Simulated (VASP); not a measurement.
Write the native input for VASP 6.6.1 that does the following.

```
Task                   : single point
Functional             : PBE
Potentials or basis    : VASP PAW PBE potentials, release 64 (Cd, Se)
Cutoff                 : 520 eV
k mesh                 : 12 × 12 × 2
Occupations            : fermi-dirac, width 0.02 eV
Spin                   : no spin polarisation
Dipole correction      : no
Further INCAR settings : ALGO = Normal; EDIFF = 1e-07; NBANDS = 46
```

The structure of CdSe lies in POSCAR:

```
CdSe
1.0
    4.3392846051      0.0000000000      0.0000000000
   -2.1696423025      3.7579307022      0.0000000000
    0.0000000000      0.0000000000     14.1586989053
Cd Se
4 4
Direct
    0.0000000000      0.0000000000     -0.0002015634
    0.3333333333      0.6666666667      0.2499621344
    0.0000000000      0.0000000000      0.4997984366
    0.6666666667      0.3333333333      0.7499621344
    0.0000000000      0.0000000000      0.1874999881
    0.3333333333      0.6666666667      0.4377394408
    0.0000000000      0.0000000000      0.6874999881
    0.6666666667      0.3333333333      0.9377394408
```

These files were run (other wordings do the same):

INCAR

```
SYSTEM = CdSe
PREC     = Accurate       ! precision mode
ENCUT    = 520            ! plane-wave cutoff, eV
EDIFF    = 1E-7           ! SCF threshold, eV
ISMEAR   = -1             ! smearing method
SIGMA    = 0.02           ! smearing width, eV
LREAL    = .FALSE.        ! projectors in reciprocal space
LASPH    = .TRUE.         ! aspherical terms in the spheres
NELM     = 100            ! most SCF steps
ALGO     = Normal         ! electronic algorithm
ISIF     = 2              ! what is computed and relaxed
LWAVE    = .FALSE.        ! write WAVECAR
LCHARG   = .FALSE.        ! write CHGCAR
GGA      = PE             ! functional
NBANDS   = 46             ! bands
```

KPOINTS

```
regular mesh
0
G
  12 12 2
  0 0 0
```

Potentials or basis: VASP PAW PBE potentials, release 64 (Cd, Se).

Launch:

```bash
$ cat potpaw_PBE.64/Cd/POTCAR potpaw_PBE.64/Se/POTCAR > POTCAR
$ mpirun -np 1 vasp_std > vasp.out
```

It gave:

```
Pressure               : 1.7 GPa
Largest force          : 0.004 eV/Å
Band gap on the k mesh : 0.58 eV, direct
```

Run time: 5.6 min on 1 thread of Intel(R) Xeon(R) Platinum 8259CL CPU @ 2.50GHz (Skylake/Cascade Lake), with other jobs on the host, peak memory 0.52 GiB.
